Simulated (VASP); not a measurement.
Write the native input for VASP 6.6.1 that does the following.

| Item | Value |
| --- | --- |
| Task | single point |
| Functional | HSE06 |
| Potentials or basis | VASP PAW PBE potentials, release 64 (K_sv, Br) |
| Cutoff | 520 eV |
| k mesh | 4 × 4 × 4 |
| Occupations | gaussian, width 0.01 eV |
| Spin | no spin polarisation |
| Dipole correction | no |
| Grid for exact exchange (PRECFOCK) | Normal |
| Further INCAR settings | ALGO = Normal; EDIFF = 1e-06; NBANDS = 15 |
| Share of exact exchange | 0.25 |
| Screening parameter | 0.2079 1/Å |

The system is KBr.

```
CELL_PARAMETERS angstrom
0.09659 3.30225 3.30225
3.30225 0.09659 3.30225
3.39884 3.39884 0.00000
ATOMIC_POSITIONS crystal
K 0.00000 0.00000 0.00000
Br 0.50000 0.50000 0.50000
```

This cell differs from its parent crystal: shear xy strain +5.8%.

One way to write it, as run:

POSCAR

```
KBr
1.0
    0.0965907487      3.3022478201      3.3022478201
    3.3022478201      0.0965907487      3.3022478201
    3.3988385688      3.3988385688      0.0000000000
K Br
1 1
Direct
    0.0000000000      0.0000000000      0.0000000000
    0.5000000000      0.5000000000      0.5000000000
```

INCAR.step1

```
PREC = Accurate
ENCUT = 520
EDIFF = 1E-5
ISMEAR = 0
SIGMA = 0.01
LREAL = F
LASPH = T
NELM = 100
ALGO = Normal
ISIF = 2
LWAVE = T
LCHARG = F
GGA = PE
NBANDS = 15
```

INCAR.step2

```
PREC = Accurate
ENCUT = 520
EDIFF = 1E-6
ISMEAR = 0
SIGMA = 0.01
LREAL = F
LASPH = T
NELM = 100
ALGO = Normal
ISIF = 2
LWAVE = F
LCHARG = F
GGA = PE
LHFCALC = T
HFSCREEN = 0.2079
PRECFOCK = Normal
ISTART = 1
NBANDS = 15
```

KPOINTS

```
Automatic mesh
0
Gamma
  4 4 4
```

Potentials or basis: VASP PAW PBE potentials, release 64 (K_sv, Br).

Command:

```sh
$ cat potpaw_PBE.64/K_sv/POTCAR potpaw_PBE.64/Br/POTCAR > POTCAR
$ cp INCAR.step1 INCAR
$ mpirun -np 1 vasp_std > vasp.out
$ cp INCAR.step2 INCAR
$ mpirun -np 1 vasp_std > vasp.out
```

Results of the run:

```json
{
  "Pressure": "0.4 GPa",
  "Band gap on the k mesh": "5.51 eV"
}
```

Caveat: the k points lie up to 0.42 Å⁻¹ apart; the cell differs from its parent crystal (shear xy strain +5.8%); the PAW data sets were made with another functional, which shifts forces and pressure a little.

It took 31 min on 1 thread of AMD EPYC 7571, with other jobs on the host, peak memory 0.3 GiB.
